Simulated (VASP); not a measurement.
Set up this calculation in VASP 6.6.1, as the native input.

```yaml
Task: single point
Functional: PBE
Potentials_or_basis: VASP PAW PBE potentials, release 64 (Pt, Se)
Cutoff: 520 eV
k_mesh: 12 × 12 × 6
Occupations: gaussian, width 0.02 eV
Spin: no spin polarisation
Dipole_correction: no
Further_INCAR_settings: ALGO = Normal; EDIFF = 1e-06; NBANDS = 18
```

The structure of PtSe2 lies in POSCAR:

```
PtSe2
1.0
    3.7535431292      0.0000000000      0.0000000000
   -1.8767715646      3.2506637041      0.0000000000
    0.0000000000      0.0000000000      6.3048681842
Pt Se
1 2
Direct
    0.0000000000      0.0000000000      0.0000000000
    0.6666666667      0.3333333333      0.7929271588
    0.3333333333      0.6666666667      0.2070728412
```

The input as run:

INCAR

```
ALGO = Normal
EDIFF = 1E-6
ENCUT = 520
GGA = PE
ISIF = 2
ISMEAR = 0
LASPH = True
LCHARG = False
LREAL = False
LWAVE = False
NBANDS = 18
NELM = 60
PREC = Accurate
SIGMA = 0.02
```

KPOINTS

```
k-points
0
Gamma
  12 12 6
```

Potentials or basis: VASP PAW PBE potentials, release 64 (Pt, Se).

Run with:

```bash
$ cat potpaw_PBE.64/Pt/POTCAR potpaw_PBE.64/Se/POTCAR > POTCAR
$ mpirun -np 1 vasp_std > vasp.out
```

It gave:

The pressure is 0.0 GPa, the largest force is 0.003 eV/Å and the band gap on the k mesh is 0.71 eV, indirect (least direct gap 0.98 eV).

Caveat: spin-orbit coupling is left out, which moves the levels of the heavy elements; this functional lacks dispersion, which binds the layers, so the pressure and a relaxed spacing across them are unreliable.

Run time: 39 s on 1 thread of Intel(R) Xeon(R) 6975P-C (Granite Rapids), with other jobs on the host, peak memory 0.28 GiB.
